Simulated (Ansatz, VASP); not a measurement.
# One calculation of Ru, two programs

```xyz
2
Lattice="2.7236 0.0000 0.0000 -1.3618 2.3587 0.0000 0.0000 0.0000 4.2891" Properties=species:S:1:pos:R:3 pbc="T T T"
Ru    0.0000    1.5724    1.0723
Ru    1.3618    0.7862    3.2168
```

Alike in both runs: task single point; functional PBE; k mesh 13 × 13 × 7; occupations methfessel-paxton of order 1, width 0.3 eV; no spin polarisation.

|  | VASP | Ansatz |
| --- | --- | --- |
| version | VASP 6.6.1 | Ansatz 0.2.0 |
| potentials or method | VASP PAW PBE potentials, release 64 (Ru_pv), cutoff 520 eV | plane waves (420 eV) with PAW, scalar-relativistic |
| valence electrons in the cell | 28 | 32 |

Ansatz gave:

- pressure (GPa): -0.2
- traceless stress, the component that is largest in VASP (GPa): 0.14

**Question.** Estimate VASP's values.

**Answer.** Pressure (GPa): -0.3; traceless stress, the component that is largest in VASP (GPa): 0.16.

VASP's potentials hold 28 valence electrons a cell and Ansatz's 32, so a difference there can come from the potentials and not from the codes.
